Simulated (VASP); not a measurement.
# BaTiO3 in VASP: a series of runs, part 2 of 2

VASP 6.6.1.

### 4 Single point, PBEsol+U

This run uses another cell than the first one, of 12.65 Å³/atom, 0.911 times its volume.

Input file INCAR:

```
SYSTEM = BaTiO3
PREC     = Accurate       ! precision mode
ENCUT    = 520            ! plane-wave cutoff, eV
EDIFF    = 1E-6           ! SCF threshold, eV
ISMEAR   = -1             ! smearing method
SIGMA    = 0.05           ! smearing width, eV
LREAL    = .FALSE.        ! projectors in reciprocal space
LASPH    = .TRUE.         ! aspherical terms in the spheres
NELM     = 150            ! most SCF steps
ALGO     = Normal         ! electronic algorithm
ISIF     = 2              ! what is computed and relaxed
LWAVE    = .FALSE.        ! write WAVECAR
LCHARG   = .FALSE.        ! write CHGCAR
LMAXMIX  = 4              ! l up to which the mixer works
LDAU     = .TRUE.         ! DFT+U
LDAUTYPE = 2            
LDAUL    = -1 2 -1        ! shell
LDAUU    = 0 3 0          ! U, eV
LDAUJ    = 0 0 0        
LDAUPRINT= 1            
GGA      = PS             ! functional
NBANDS   = 28             ! bands
```

Input file KPOINTS:

```
Automatic mesh
0
G
  7 7 7
  0 0 0
```

Input file POSCAR:

```
BaTiO3
1.0
    2.8160577938      1.6258517253      2.3024245767
   -2.8160577938      1.6258517253      2.3024245767
    0.0000000000     -3.2517034506      2.3024245767
Ba Ti O
1 1 3
Direct
    0.0000047406      0.0000047406      0.0000047406
    0.4934601935      0.4934601935      0.4934601935
    0.5073083092      0.0111184475      0.5073083092
    0.0111184475      0.5073083092      0.5073083092
    0.5073083092      0.5073083092      0.0111184475
```

Potentials or basis: VASP PAW PBE potentials, release 64 (Ba_sv, Ti_sv, O).

Started as:

```bash
$ cat potpaw_PBE.64/Ba_sv/POTCAR potpaw_PBE.64/Ti_sv/POTCAR potpaw_PBE.64/O/POTCAR > POTCAR
$ mpirun -np 1 vasp_std > vasp.out
```

OUTCAR:

```text
SYSTEM = BaTiO3
   PREC = Accurate
   ENCUT = 520
   EDIFF = 1E-6
   ISMEAR = -1
   LREAL = .FALSE.
   LASPH = .TRUE.
   NELM = 150
   ISIF = 2
   GGA = PS

 ion  position               nearest neighbor table
   1  0.000  0.000  0.000-   5 2.78   4 2.78   3 2.78   4 2.82   3 2.82   4 2.82   3 2.82   5 2.82
                             5 2.82   5 2.86   4 2.86   3 2.86   2 3.41   2 3.43   2 3.43   2 3.43
   2  0.493  0.493  0.493-   5 1.92   4 1.92   3 1.92   5 2.06   4 2.06   3 2.06   1 3.41   1 3.43
                             1 3.43   1 3.43   1 3.46   1 3.46   1 3.46   1 3.50
[... 989 lines left out ...]
  -------------------------------------------------------------------------------------
  Total        1.4182073      1.4182073      1.3634789     -0.0000000      0.0000000      0.0000000
  in kB       35.9245331     35.9245331     34.5382116     -0.0000000      0.0000000      0.0000000
  external PRESSURE =      35.4624260 kB  Pullay stress =       0.0000000 kB

 VOLUME and BASIS-vectors are now :
 -----------------------------------------------------------------------------
  energy-cutoff  :      520.00
  volume of cell :       63.25
      direct lattice vectors                 reciprocal lattice vectors
     2.816057794  1.625851725  2.302424577     0.177553174  0.102510373  0.144774920
    -2.816057794  1.625851725  2.302424577    -0.177553174  0.102510373  0.144774920
     0.000000000 -3.251703451  2.302424577     0.000000000 -0.205020746  0.144774920

 POSITION                                       TOTAL-FORCE (eV/Angst)
 -----------------------------------------------------------------------------------
      0.00000      0.00000      0.00003         0.000000      0.000000      0.025459
      0.00000      0.00000      3.40846         0.000000      0.000000      0.308000
      1.39730     -0.80673      2.36168         0.126577     -0.073079     -0.111153
     -1.39730     -0.80673      2.36168        -0.126577     -0.073079     -0.111153
      0.00000      1.61346      2.36168         0.000000      0.146159     -0.111153
 -----------------------------------------------------------------------------------
    total drift:                                0.000000      0.000003     -0.000856

  FREE ENERGIE OF THE ION-ELECTRON SYSTEM (eV)
  ---------------------------------------------------
  free  energy   TOTEN  =       -39.9144469305 eV

  energy  without entropy=      -39.9144469305  energy(sigma->0) =      -39.91444693
```

OSZICAR:

```text
N       E                     dE             d eps       ncg     rms          rms(c)
DAV:   1     0.439778095886E+03    0.43978E+03   -0.20718E+04  2464   0.156E+03
DAV:   2    -0.439412638929E+01   -0.44417E+03   -0.42251E+03  2824   0.433E+02
DAV:   3    -0.486235794756E+02   -0.44229E+02   -0.43734E+02  3400   0.134E+02
DAV:   4    -0.507904807515E+02   -0.21669E+01   -0.21620E+01  3752   0.253E+01
DAV:   5    -0.508452224558E+02   -0.54742E-01   -0.54733E-01  3296   0.323E+00    0.235E+01
DAV:   6    -0.399022905904E+02    0.10943E+02   -0.52628E+01  3672   0.671E+01    0.931E+00
DAV:   7    -0.399853759749E+02   -0.83085E-01   -0.66410E+00  3152   0.161E+01    0.603E+00
DAV:   8    -0.399715947190E+02    0.13781E-01   -0.14535E+00  3016   0.108E+01    0.241E+00
DAV:   9    -0.399213029652E+02    0.50292E-01   -0.23453E-01  2976   0.473E+00    0.984E-01
DAV:  10    -0.399284819469E+02   -0.71790E-02   -0.11479E-01  2808   0.205E+00    0.103E+00
DAV:  11    -0.399147998800E+02    0.13682E-01   -0.63680E-02  3208   0.223E+00    0.192E-01
DAV:  12    -0.399144198769E+02    0.38000E-03   -0.33154E-03  2956   0.563E-01    0.419E-02
DAV:  13    -0.399144517144E+02   -0.31837E-04   -0.23938E-04  3232   0.113E-01    0.376E-02
DAV:  14    -0.399144483128E+02    0.34015E-05   -0.72874E-05  3584   0.872E-02    0.103E-02
DAV:  15    -0.399144470986E+02    0.12142E-05   -0.92721E-06  3076   0.268E-02    0.503E-03
DAV:  16    -0.399144469305E+02    0.16815E-06   -0.21415E-06  2268   0.156E-02
   1 F= -.39914447E+02 E0= -.39914447E+02  d E =-.137098E-10
```

stdout:

```text
POSCAR found type information on POSCAR BaTiO
 POSCAR found :  3 types and       5 ions
 scaLAPACK will be used
 -----------------------------------------------------------------------------
|                                                                             |
|                                                                             |
|     You enforced a specific xc type in the INCAR file but a different       |
|     I HOPE YOU KNOW WHAT YOU ARE DOING!                                     |
|                                                                             |
 -----------------------------------------------------------------------------

 LDA part: xc-table for (Slater+PW92), standard interpolation
 POSCAR, INCAR and KPOINTS ok, starting setup
 FFT: planning ... GRIDC
 FFT: planning ... GRID_SOFT
 FFT: planning ... GRID
 WAVECAR not read
 entering main loop
```

It took 37 s on 1 thread of Intel Xeon 6975P-C (Granite Rapids), shared host; peak memory 0.22 GiB.

Results:

* Free energy: -39.9144 eV
* Pressure: 3.5 GPa
* Largest force: 0.308 eV/Å
* Band gap on the k mesh: 2.33 eV, indirect (least direct gap 2.51 eV)

Forces in eV/Å, atoms in the order of the input:
```
Ba   0.000  0.000  0.025
Ti   0.000  0.000  0.308
O    0.127 -0.073 -0.111
O   -0.127 -0.073 -0.111
O    0.000  0.146 -0.111
```

Levels at points of the mesh, in eV from the valence-band top:
```csv
k point,band 17,band 18,band 19,band 20,band 21,band 22,band 23,band 24
"(0.00, 0.00, 0.00)",-1.07,-0.23,-0.18,-0.18,2.33,2.33,2.38,4.29
```

Eigenvalues of the final occupation matrices:
```
    site  spin  trace               eigenvalues
site 2 d     1   0.83  0.11 0.11 0.11 0.25 0.25
site 2 d     2   0.83  0.11 0.11 0.11 0.25 0.25
```

Caveat: the PAW data sets were made with another functional, which shifts forces and pressure a little; spin-orbit coupling is left out, which moves the levels of the heavy elements.

### 5 Single point, PBEsol+U

This run uses another cell than the first one, of 12.63 Å³/atom, 0.909 times its volume.

Input file INCAR:

```
PREC = Accurate
ENCUT = 520
EDIFF = 1E-7
ISMEAR = -1
SIGMA = 0.05
LREAL = False
LASPH = True
NELM = 150
ALGO = Normal
ISIF = 2
LWAVE = False
LCHARG = True
LMAXMIX = 4
LDAU = True
LDAUTYPE = 2
LDAUL = -1 2 -1
LDAUU = 0 4 0
LDAUJ = 0 0 0
LDAUPRINT = 1
GGA = PS
LELF = True
LVHAR = True
NBANDS = 28
```

Input file KPOINTS:

```
Automatic mesh
0
Gamma
  7 7 7
```

Input file POSCAR:

```
BaTiO3
1.0
    2.8154084063      1.6254768012      2.2996824246
   -2.8154084063      1.6254768012      2.2996824246
    0.0000000000     -3.2509536025      2.2996824246
Ba Ti O
1 1 3
Direct
    0.0016774861      0.0016774861      0.0016774861
    0.4980870537      0.4980870537      0.4980870537
    0.5057718524      0.0078917554      0.5057718524
    0.0078917554      0.5057718524      0.5057718524
    0.5057718524      0.5057718524      0.0078917554
```

Started as:

```bash
$ cat potpaw_PBE.64/Ba_sv/POTCAR potpaw_PBE.64/Ti_sv/POTCAR potpaw_PBE.64/O/POTCAR > POTCAR
$ mpirun -np 1 vasp_std > vasp.out
```

Wall time 43 s (1 thread of Intel Xeon 6975P-C (Granite Rapids), shared host); peak memory 0.22 GiB.

It converged, with:

```
Free energy            : -39.2640 eV
Pressure               : 4.0 GPa
Largest force          : 0.224 eV/Å
Band gap on the k mesh : 2.32 eV, indirect (least direct gap 2.45 eV)
```

Forces on the atoms (eV/Å):
```
Ba   0.000  0.000  0.015
Ti   0.000  0.000  0.224
O    0.092 -0.053 -0.080
O   -0.092 -0.053 -0.080
O    0.000  0.106 -0.080
```

Levels at points of the mesh, in eV from the valence-band top:
```csv
k point,band 18,band 19,band 20,band 21,band 22,band 23
"(0.00, 0.00, 0.00)",-0.15,-0.13,-0.13,2.32,2.32,2.34
```

Eigenvalues of the final occupation matrices:
```tsv
site	spin	trace	eigenvalues
site 2 d	1	0.80	0.11 0.11 0.11 0.24 0.24
site 2 d	2	0.80	0.11 0.11 0.11 0.24 0.24
```

Caveat: the PAW data sets were made with another functional, which shifts forces and pressure a little; spin-orbit coupling is left out, which moves the levels of the heavy elements.

### 6 Single point, PBEsol+U

This run uses another cell than the first one, of 12.64 Å³/atom, 0.910 times its volume.

Input file INCAR:

```
SYSTEM = BaTiO3
  ALGO = Normal
  EDIFF = 1E-7
  ENCUT = 520
  GGA = PS
  ISIF = 2
  ISMEAR = -1
  LASPH = .TRUE.
  LCHARG = .FALSE.
  LDAU = .TRUE.
  LDAUJ = 0 0 0
  LDAUL = -1 2 -1
  LDAUPRINT = 1
  LDAUTYPE = 2
  LDAUU = 0 5 0
  LMAXMIX = 4
  LREAL = .FALSE.
  LWAVE = .FALSE.
  NBANDS = 28
  NELM = 150
  PREC = Accurate
  SIGMA = 0.05
```

Input file KPOINTS:

```
k-points
0
G
  7 7 7
  0 0 0
```

Input file POSCAR:

```
BaTiO3
1.0
    2.8162488102      1.6259620087      2.2994732895
   -2.8162488102      1.6259620087      2.2994732895
    0.0000000000     -3.2519240174      2.2994732894
Ba Ti O
1 1 3
Direct
    0.0038098329      0.0038098329      0.0038098329
    0.5037655347      0.5037655347      0.5037655347
    0.5038650937      0.0038944449      0.5038650937
    0.0038944449      0.5038650937      0.5038650937
    0.5038650937      0.5038650937      0.0038944449
```

Potentials or basis: VASP PAW PBE potentials, release 64 (Ba_sv, Ti_sv, O).

Started as:

```bash
$ cat potpaw_PBE.64/Ba_sv/POTCAR potpaw_PBE.64/Ti_sv/POTCAR potpaw_PBE.64/O/POTCAR > POTCAR
$ mpirun -np 1 vasp_std > vasp.out
```

Run time: 50 s. Hardware: 1 thread of Intel Xeon 6975P-C (Granite Rapids), shared host; peak memory 0.22 GiB.

The run converged. Its results:

```
Free energy            : -38.6292 eV
Pressure               : 4.5 GPa
Largest force          : 0.004 eV/Å
Band gap on the k mesh : 2.39 eV, indirect (least direct gap 2.51 eV)
```

Forces in eV/Å, atoms in the order of the input:
```
Ba   0.000  0.000  0.000
Ti   0.000  0.000  0.004
O    0.002 -0.001 -0.001
O   -0.002 -0.001 -0.001
O    0.000  0.002 -0.001
```

Levels at points of the mesh, in eV from the valence-band top:
```
           k point  band 17  band 18  band 19  band 20  band 21  band 22  band 23  band 24
(0.00, 0.00, 0.00)    -1.09    -0.12    -0.12    -0.12     2.39     2.39     2.39     4.15
```

Eigenvalues of the final occupation matrices:
```
    site  spin  trace               eigenvalues
site 2 d     1   0.78  0.10 0.10 0.10 0.24 0.24
site 2 d     2   0.78  0.10 0.10 0.10 0.24 0.24
```

Caveat: the PAW data sets were made with another functional, which shifts forces and pressure a little; spin-orbit coupling is left out, which moves the levels of the heavy elements.

### 7 Summary

```tsv
level	U	cell	k mesh	gap on the mesh (eV)	pressure (GPa)	largest force (eV/Å)
PBEsol	-	a = 4.111 Å, angles 91.3°, 5 atoms	6 × 6 × 6	2.11	-11.0	0.50
r2SCAN+rVV10	-	a = 4.004 Å, angles 89.9°, 5 atoms	7 × 7 × 7	2.78	2.2	0.16
PBEsol+U	Ti d U = 3.0 eV	a = 3.984 Å, angles 89.9°, 5 atoms	7 × 7 × 7	2.33	3.5	0.31
PBEsol+U	Ti d U = 4.0 eV	a = 3.982 Å, 5 atoms	7 × 7 × 7	2.32	4.0	0.22
PBEsol+U	Ti d U = 5.0 eV	a = 3.983 Å, 5 atoms	7 × 7 × 7	2.39	4.5	-
```

Some of these runs hold the atoms at other places in the same cell, which the table doesn't show; runs alike in all that it shows share one row.

Alike in all rows: task single point; potentials or basis VASP PAW PBE potentials, release 64 (Ba_sv, Ti_sv, O); no spin polarisation; cutoff (eV) 520; smearing fermi-dirac 0.05 eV.

Caveats: the PAW data sets were made with another functional, which shifts forces and pressure a little; spin-orbit coupling is left out, which moves the levels of the heavy elements.

Total energies depend on the potentials used, so only differences within one code and one set of settings carry meaning.
